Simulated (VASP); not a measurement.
The system is KBr.

```
K Br
1.0
     4.55930    0.00000    0.00000
    -2.27965    3.94847    0.00000
     0.00000    0.00000    8.02006
K Br
2 2
Direct
  0.00000 0.00000 0.00000
  0.00000 0.00000 0.50000
  0.33333 0.66667 0.25000
  0.66667 0.33333 0.75000
```

Program: VASP 6.6.1. Alike in all runs: task single point; no spin polarisation; cell as given; k mesh 6 × 6 × 4; cutoff (eV) 520; smearing gaussian 0.01 eV.

Question: Order these runs on this cell by their band gap on the k mesh, lowest first.
A. level r2SCAN; potentials or basis VASP PAW PBE potentials, release 64 (K_sv, Br)
B. level PBE; potentials or basis VASP PAW PBE potentials, release 64 (K_sv, Br)
C. level LDA; potentials or basis VASP PAW LDA potentials, release 64 (K_sv, Br)

Answer: C (3.96 eV), B (4.35 eV), A (5.00 eV).

A k mesh can miss the band edges.
